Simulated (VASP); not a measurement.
Write the native input for VASP 6.6.1 that does the following.

| Item | Value |
| --- | --- |
| Task | electric field gradients |
| Functional | LDA |
| Potentials or basis | VASP PAW LDA potentials, release 64 (Li_sv, F) |
| Cutoff | 520 eV |
| k mesh | 10 × 10 × 10 |
| Occupations | fermi-dirac, width 0.03 eV |
| Spin | no spin polarisation |
| Dipole correction | no |
| Further INCAR settings | ALGO = Normal; EDIFF = 1e-08; NBANDS = 12 |

The structure of LiF lies in POSCAR:

```
LiF
1.0
    0.0000000000      2.0535002244      2.0535002244
    2.0535002244      0.0000000000      2.0535002244
    2.0535002244      2.0535002244      0.0000000000
Li F
1 1
Direct
    0.0000000000      0.0000000000      0.0000000000
    0.5000000000      0.5000000000      0.5000000000
```

This cell differs from its parent crystal: volume scaled by 1.06.

The input as run:

INCAR

```
SYSTEM = LiF
ALGO = Normal
EDIFF = 1E-8
ENCUT = 520
ISIF = 2
ISMEAR = -1
LASPH = .True.
LCHARG = .False.
LEFG = .True.
LREAL = .False.
LWAVE = .False.
NBANDS = 12
NELM = 60
PREC = Accurate
SIGMA = 0.03
```

KPOINTS

```
k-points
0
Gamma
  10 10 10
  0 0 0
```

Potentials or basis: VASP PAW LDA potentials, release 64 (Li_sv, F).

Command:

```sh
$ cat potpaw_LDA.64/Li_sv/POTCAR potpaw_LDA.64/F/POTCAR > POTCAR
$ mpirun -np 1 vasp_std > vasp.out
```

It gave:

```yaml
Band_gap_on_the_k_mesh: 8.33 eV, direct
```

Caveat: without QUAD_EFG the Cq values of the log hold for a quadrupole moment of 1 mb, not for the nuclei.

Run time: 7.1 s on 1 thread of Intel(R) Xeon(R) Platinum 8259CL CPU @ 2.50GHz (Skylake/Cascade Lake), on a shared host, peak memory 0.12 GiB.
